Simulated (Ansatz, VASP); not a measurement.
# Two plane-wave programs on Ge

```
CELL_PARAMETERS angstrom
3.96615 0.00000 0.00000
-1.98308 3.43479 0.00000
0.00000 0.00000 13.02319
ATOMIC_POSITIONS crystal
Ge 0.00000 0.00000 0.40684
Ge 0.00000 0.00000 0.59316
Ge 0.00000 0.00000 0.90684
Ge 0.00000 0.00000 0.09316
Ge 0.33333 0.66667 0.34410
Ge 0.66667 0.33333 0.65590
Ge 0.66667 0.33333 0.84410
Ge 0.33333 0.66667 0.15590
```

Alike in both runs: functional LDA; k mesh 12 × 12 × 4; occupations fermi-dirac, width 0.15 eV; no spin polarisation.

Ansatz relaxed the structure, and its values are those at the end. VASP's run is a single point on that final structure, the one shown.

```csv
,VASP,Ansatz
version,VASP 6.6.1,Ansatz 0.2.0
potentials or method,"VASP PAW LDA potentials, release 64 (Ge_d), cutoff 520 eV","scalar-relativistic, plane waves, PAW"
valence electrons in the cell,112,112
```

|  | VASP | Ansatz | Ansatz less VASP |
| --- | --- | --- | --- |
| gap on the k mesh at the Fermi level (eV) | none | none | - |
| pressure (GPa) | 0.1 | 0.0 | -0.13 |

Ansatz warns that its potentials were made for another functional, while VASP's fit it. LDA's correlation is that of Perdew and Zunger in VASP and of Perdew and Wang (1992) in Ansatz. A gap of «none» marks a metal or a gap that the smearing closes.
